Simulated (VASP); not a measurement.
# InAs (F-43m) in VASP: a series of runs

The runs below take InAs through single point, with r2SCAN0, r2SCAN50.

Everything below comes from runs of VASP 6.6.1. Logs are shortened: lines on timing, memory, paths and dates and some standing lists are left out, and cuts for length are marked.

## 1. The cell of the first run

It takes space group F-43m (No. 216, cubic). The conventional cell has a = 5.913 Å, b = 5.913 Å, c = 5.913 Å, α = 90.00°, β = 90.00°, γ = 90.00°. In (site symmetry -43m) has 4 As at 2.56 Å within 3.4 Å. Within 3.4 Å of As (site symmetry -43m) lie 4 In at 2.56 Å.

## 2. Single point, r2SCAN0

POSCAR reads:

```
InAs
1.0
    0.0000000000      2.9563908761      2.9563908761
    2.9563908761      0.0000000000      2.9563908761
    2.9563908761      2.9563908761      0.0000000000
In As
1 1
Direct
    0.0000000000      0.0000000000      0.0000000000
    0.7500000000      0.7500000000      0.7500000000
```

INCAR.step1 reads:

```
PREC = Accurate
ENCUT = 440
EDIFF = 1E-5
ISMEAR = -1
SIGMA = 0.05
LREAL = F
LASPH = T
NELM = 120
ALGO = Normal
ISIF = 2
LWAVE = T
LCHARG = F
GGA = PE
NBANDS = 21
GGA_COMPAT = F
```

INCAR.step2 reads:

```
PREC = Accurate
ENCUT = 440
EDIFF = 1E-6
ISMEAR = -1
SIGMA = 0.05
LREAL = F
LASPH = T
NELM = 120
ALGO = Normal
ISIF = 2
LWAVE = F
LCHARG = F
METAGGA = R2SCAN
LHFCALC = T
AEXX = 0.25
LMIXTAU = T
PRECFOCK = Normal
ISTART = 1
NBANDS = 21
GGA_COMPAT = F
```

KPOINTS reads:

```
Automatic mesh
0
Gamma
  4 4 4
```

Potentials or basis: VASP PAW PBE potentials, release 64 (In_d, As_d).

Launch:

```bash
$ cat potpaw_PBE.64/In_d/POTCAR potpaw_PBE.64/As_d/POTCAR > POTCAR
$ cp INCAR.step1 INCAR
$ mpirun -np 1 vasp_std > vasp.out
$ cp INCAR.step2 INCAR
$ mpirun -np 1 vasp_std > vasp.out
```

OUTCAR:

```text
PREC = Accurate
   ENCUT = 440
   EDIFF = 1E-6
   ISMEAR = -1
   LREAL = F
   LASPH = T
   NELM = 120
   ISIF = 2
   METAGGA = R2SCAN
   LHFCALC = T
   AEXX = 0.25
   PRECFOCK = Normal
   ISTART = 1

 ion  position               nearest neighbor table
   1  0.000  0.000  0.000-   2 2.56   2 2.56   2 2.56   2 2.56
   2  0.750  0.750  0.750-   1 2.56   1 2.56   1 2.56   1 2.56

  LATTYP: Found a face centered cubic cell.
 ALAT       =     5.9127817522

  Lattice vectors:

 A1 = (   0.0000000000,   2.9563908761,   2.9563908761)
 A2 = (   2.9563908761,   0.0000000000,   2.9563908761)
 A3 = (   2.9563908761,   2.9563908761,   0.0000000000)

Analysis of symmetry for initial positions (statically):
=====================================================================
 Subroutine PRICEL returns:
 Original cell was already a primitive cell.

 Routine SETGRP: Setting up the symmetry group for a
 face centered cubic supercell.

 Subroutine GETGRP returns: Found 24 space group operations
 (whereof 24 operations were pure point group operations)
 out of a pool of 48 trial point group operations.

The static configuration has the point symmetry T_d .

Analysis of symmetry for dynamics (positions and initial velocities):
=====================================================================
 Subroutine PRICEL returns:
 Original cell was already a primitive cell.

 Routine SETGRP: Setting up the symmetry group for a
 face centered cubic supercell.

 Subroutine GETGRP returns: Found 24 space group operations
 (whereof 24 operations were pure point group operations)
 out of a pool of 48 trial point group operations.

The dynamic configuration has the point symmetry T_d .

 Subroutine INISYM returns: Found 24 space group operations
 (whereof 24 operations are pure point group operations),
 and found     1 'primitive' translations

----------------------------------------------------------------------------------------

                                     Primitive cell

  volume of cell :      51.6792

  direct lattice vectors                    reciprocal lattice vectors
     0.000000000  2.956390876  2.956390876    -0.169125133  0.169125133  0.169125133
     2.956390876  0.000000000  2.956390876     0.169125133 -0.169125133  0.169125133
     2.956390876  2.956390876  0.000000000     0.169125133  0.169125133 -0.169125133

  length of vectors
     4.180968073  4.180968073  4.180968073     0.292933323  0.292933323  0.292933323

  position of ions in fractional coordinates (direct lattice)
     0.000000000  0.000000000  0.000000000
     0.750000000  0.750000000  0.750000000

  ion indices of the primitive-cell ions
   primitive index   ion index
                 1           1
                 2           2

----------------------------------------------------------------------------------------

 KPOINTS: Automatic mesh

Automatic generation of k-mesh.
 Grid dimensions read from file:
 generate k-points for:    4    4    4

 Generating k-lattice:

  Cartesian coordinates                     Fractional coordinates (reciprocal lattice)
    -0.042281283  0.042281283  0.042281283     0.250000000  0.000000000  0.000000000
     0.042281283 -0.042281283  0.042281283     0.000000000  0.250000000  0.000000000
     0.042281283  0.042281283 -0.042281283     0.000000000  0.000000000  0.250000000

  Length of vectors
     0.073233331  0.073233331  0.073233331

  Shift w.r.t. Gamma in fractional coordinates (k-lattice)
     0.000000000  0.000000000  0.000000000

 Subroutine IBZKPT returns following result:
 ===========================================

 Found      8 irreducible k-points:

 Following reciprocal coordinates:
            Coordinates               Weight
  0.000000  0.000000  0.000000      1.000000
  0.250000  0.000000  0.000000      8.000000
  0.500000  0.000000  0.000000      4.000000
  0.250000  0.250000  0.000000      6.000000
  0.500000  0.250000  0.000000     24.000000
 -0.250000  0.250000  0.000000     12.000000
  0.500000  0.500000  0.000000      3.000000
 -0.250000  0.500000  0.250000      6.000000
   k-points           NKPTS =      8   k-points in BZ     NKDIM =     64   number of bands    NBANDS=     21
   number of dos      NEDOS =    301   number of ions     NIONS =      2
   total plane-waves  NPLWV =  27000
   dimension x,y,z NGX =    30 NGY =   30 NGZ =   30
   dimension x,y,z NGXF=    60 NGYF=   60 NGZF=   60
   ions per type =               1   1
   NGX,Y,Z   is equivalent  to a cutoff of  11.93, 11.93, 11.93 a.u.
   NGXF,Y,Z  is equivalent  to a cutoff of  23.86, 23.86, 23.86 a.u.
 SYSTEM =  unknown system
   PREC   = accura    normal or accurate (medium, high low for compatibility)
   ISTART =      1    job   : 0-new  1-cont  2-samecut
   ICHARG =      0    charge: 1-file 2-atom 10-const
   ISPIN  =      1    spin polarized calculation?
   LNONCOLLINEAR =      F non collinear calculations
   LSORBIT =      F    spin-orbit coupling
   LASPH  =      T    aspherical Exc in radial PAW
   ENCUT  =  440.0 eV  32.34 Ry    5.69 a.u.   7.15  7.15  7.15*2*pi/ulx,y,z
   NELM   =    120;   NELMIN=  2; NELMDL=  0     # of ELM steps
   EDIFF  = 0.1E-05   stopping-criterion for ELM
   LREAL  =      F    real-space projection
   EDIFFG = 0.1E-04   stopping-criterion for IOM
   NSW    =      0    number of steps for IOM
   IBRION =     -1    ionic relax: 0-MD 1-quasi-New 2-CG
   NFREE  =      0    steps in history (QN), initial steepest desc. (CG)
   ISIF   =      2    stress and relaxation
   ISYM   =      3    0-nonsym 1-usesym 2-fastsym
   POTIM  = 0.5000    time-step for ionic-motion
   TEBEG  =    0.0;   TEEND  =   0.0 temperature during run
   PSTRESS=    0.0 pullay stress
   NELECT =      28.0000    total number of electrons
   NUPDOWN=      -1.0000    fix difference up-down
   EMIN   =  10.00;   EMAX   =-10.00  energy-range for DOS
   EFERMI =   0.00;   METHOD = LEGACY
   ISMEAR =    -1;   SIGMA  =   0.05  broadening in eV -4-tet -1-fermi 0-gaus
   EFERMI_NEDOS =   21; number of points for ismear=-14 and -15
   IALGO  =     38    algorithm
   IMIX   =      1    mixing-type and parameters
     AMIX     =   0.40;   BMIX     =  1.00
     AMIX_MAG =   1.60;   BMIX_MAG =  1.00
  volume/ion in A,a.u.               =      25.84       174.37
  Fermi-wavevector in a.u.,A,eV,Ry     =   1.334614  2.522055 24.234621  1.781194
  Thomas-Fermi vector in A             =   2.463382
   LORBIT       =      0    0 simple, 1 ext, 2 COOP (PROOUT), +10 PAW based schemes
   METAGGA = R2SCAN    functional components
   LHFCALC =     T    Hartree Fock is set to
   PRECFOCK=normal    Normal, Fast or Accurate (Low or Medium for compatibility)
   ENCUT4O =  -1.0   cutoff for four orbital integrals eV
   NKREDX  =     1    reduce k-point grid by
   NKREDY  =     1    reduce k-point grid by
   NKREDZ  =     1    reduce k-point grid by
   AEXX    =    0.2500 exact exchange contribution
   HFSCREEN=    0.0000 screening length (either q_TF or 0.3 A-1)
   HFSCREENC=   0.0000 screening length for correlation (either q_TF or 0.3 A-1)
   ENCUTFOCK=  -1.0 apply spherical cutoff to Coloumb kernel
   IVDW    =     0    specifies the selected vdW correction
   LEPSILON=     F    determine dielectric tensor
   LRPA    =     F    only Hartree local field effects (RPA)
 non-spin polarized calculation
  energy-cutoff  :      440.00
  volume of cell :       51.68
 maximum number of plane-waves:      1106
 NGX is ok and might be reduce to    30
  NGX = 24; NGY = 24; NGZ = 24

 number of electron      27.9999998 magnetization

 Free energy of the ion-electron system (eV)
  ---------------------------------------------------
  ext. energy  EPLUGINS =         0.00000000
  ---------------------------------------------------
  free energy    TOTEN  =       -32.95437516 eV

  energy without entropy =      -32.95437516  energy(sigma->0) =      -32.95437516

 E-fermi :   4.6419     XC(G=0):  -8.1238

 val. band max:        3.6348326856   @ k =   0.0000   0.0000   0.0000
 cond. band min:       5.5748478877   @ k =   0.0000   0.0000   0.0000
 fundamental gap:      1.9400152021
 Fermi energy:         4.6418922234

 k-point     1 :       0.0000    0.0000    0.0000
  band No.  band energies     occupation
      1     -35.4822      2.00000
      2     -35.4822      2.00000
      3     -35.4822      2.00000
      4     -35.4697      2.00000
      5     -35.4697      2.00000
      6     -13.0306      2.00000
[... 13 lines left out ...]
     20      15.5806      0.00000
     21      15.5806      0.00000

 k-point     2 :       0.2500    0.0000    0.0000
  band No.  band energies     occupation
      1     -35.4822      2.00000
      2     -35.4821      2.00000
      3     -35.4821      2.00000
      4     -35.4696      2.00000
      5     -35.4696      2.00000
      6     -13.1122      2.00000
[... 13 lines left out ...]
     20      14.2678      0.00000
     21      14.2678      0.00000

 k-point     3 :       0.5000    0.0000    0.0000
  band No.  band energies     occupation
      1     -35.4822      2.00000
      2     -35.4819      2.00000
      3     -35.4819      2.00000
      4     -35.4694      2.00000
      5     -35.4694      2.00000
      6     -13.1835      2.00000
[... 13 lines left out ...]
     20      16.9543      0.00000
     21      16.9543      0.00000

 k-point     4 :       0.2500    0.2500    0.0000
  band No.  band energies     occupation
      1     -35.4825      2.00000
      2     -35.4820      2.00000
      3     -35.4820      2.00000
      4     -35.4697      2.00000
      5     -35.4694      2.00000
      6     -13.1573      2.00000
[... 13 lines left out ...]
     20      16.3188      0.00000
     21      17.3863      0.00000

 k-point     5 :       0.5000    0.2500    0.0000
  band No.  band energies     occupation
      1     -35.4824      2.00000
      2     -35.4819      2.00000
      3     -35.4818      2.00000
      4     -35.4695      2.00000
      5     -35.4693      2.00000
      6     -13.2124      2.00000
[... 13 lines left out ...]
     20      17.2458      0.00000
     21      17.6733      0.00000

 k-point     6 :      -0.2500    0.2500    0.0000
  band No.  band energies     occupation
      1     -35.4821      2.00000
      2     -35.4820      2.00000
      3     -35.4820      2.00000
      4     -35.4695      2.00000
      5     -35.4694      2.00000
      6     -13.1806      2.00000
[... 13 lines left out ...]
     20      15.9909      0.00000
     21      17.7913      0.00000

 k-point     7 :       0.5000    0.5000    0.0000
  band No.  band energies     occupation
      1     -35.4827      2.00000
      2     -35.4817      2.00000
      3     -35.4817      2.00000
      4     -35.4697      2.00000
      5     -35.4691      2.00000
      6     -13.2564      2.00000
[... 13 lines left out ...]
     20      17.6185      0.00000
     21      18.5232      0.00000

 k-point     8 :      -0.2500    0.5000    0.2500
  band No.  band energies     occupation
      1     -35.4822      2.00000
      2     -35.4822      2.00000
      3     -35.4817      2.00000
      4     -35.4695      2.00000
      5     -35.4692      2.00000
      6     -13.2278      2.00000
[... 13 lines left out ...]
     20      18.0605      0.00000
     21      18.1764      0.00000

------------------------ aborting loop because EDIFF is reached ----------------------------------------

  FORCE on cell =-STRESS in cart. coord.  units (eV):
  Direction    XX          YY          ZZ          XY          YZ          ZX
  --------------------------------------------------------------------------------------
  -------------------------------------------------------------------------------------
  Total        1.9695303      1.9695303      1.9695303     -0.0000000      0.0000000      0.0000000
  in kB       61.0601247     61.0601247     61.0601247     -0.0000000      0.0000000      0.0000000
  external PRESSURE =      61.0601247 kB  Pullay stress =       0.0000000 kB

 VOLUME and BASIS-vectors are now :
 -----------------------------------------------------------------------------
  energy-cutoff  :      440.00
  volume of cell :       51.68
      direct lattice vectors                 reciprocal lattice vectors
     0.000000000  2.956390876  2.956390876    -0.169125133  0.169125133  0.169125133
     2.956390876  0.000000000  2.956390876     0.169125133 -0.169125133  0.169125133
     2.956390876  2.956390876  0.000000000     0.169125133  0.169125133 -0.169125133

 POSITION                                       TOTAL-FORCE (eV/Angst)
 -----------------------------------------------------------------------------------
      0.00000      0.00000      0.00000        -0.000000     -0.000000     -0.000000
      4.43459      4.43459      4.43459         0.000000      0.000000      0.000000
 -----------------------------------------------------------------------------------
    total drift:                               -0.000015      0.000000      0.000045

  FREE ENERGIE OF THE ION-ELECTRON SYSTEM (eV)
  ---------------------------------------------------
  free  energy   TOTEN  =       -32.9543751586 eV

  energy  without entropy=      -32.9543751582  energy(sigma->0) =      -32.95437516
```

Run time: 8.5 min. Hardware: 1 thread of Intel Xeon Platinum 8559C (Emerald Rapids), shared host; peak memory 0.18 GiB.

Results:

* Free energy: -32.9544 eV
* Pressure: 6.1 GPa
* Band gap on the k mesh: 1.94 eV

Caveat: the k points lie up to 0.46 Å⁻¹ apart; the PAW data sets were made with another functional, which shifts forces and pressure a little; spin-orbit coupling is left out, which moves the levels of the heavy elements.

[end of part 1 of 2]
